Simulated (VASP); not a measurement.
Set up this calculation in VASP 6.6.1, as the native input.

```
Task                   : single point
Functional             : LDA
Potentials or basis    : VASP PAW LDA potentials, release 64 (Ga_d)
Cutoff                 : 520 eV
k mesh                 : 16 × 16 × 12
Occupations            : fermi-dirac, width 0.15 eV
Spin                   : no spin polarisation
Dipole correction      : no
Further INCAR settings : ALGO = Fast; EDIFF = 1e-06; NBANDS = 20
```

The structure of Ga lies in POSCAR:

```
Ga
1.0
    1.3542735558     -3.9065382144     -0.0163361330
    1.3542735558      3.9065382144     -0.0163361330
   -0.1542549575      0.0000000000      3.2790070093
Ga
2
Direct
    0.8663199157      0.1336800843      0.2500000000
    0.1336800843      0.8663199157      0.7500000000
```

One way to write it, as run:

INCAR

```
  PREC = Accurate
  ENCUT = 520
  EDIFF = 1E-6
  ISMEAR = -1
  SIGMA = 0.15
  LREAL = F
  LASPH = T
  NELM = 60
  ALGO = Fast
  ISIF = 2
  LWAVE = F
  LCHARG = F
  NBANDS = 20
```

KPOINTS

```
Automatic mesh
0
Gamma
  16 16 12
```

Potentials or basis: VASP PAW LDA potentials, release 64 (Ga_d).

Launch:

```console
$ cat potpaw_LDA.64/Ga_d/POTCAR > POTCAR
$ mpirun -np 1 vasp_std > vasp.out
```

It gave:

The pressure is 0.2 GPa and the band gap on the k mesh is zero (bands 13 and 14 overlap by 8.76 eV).

Wall time 6.9 min on 1 thread of Intel Xeon 8259CL (shared host), peak memory 0.52 GiB.
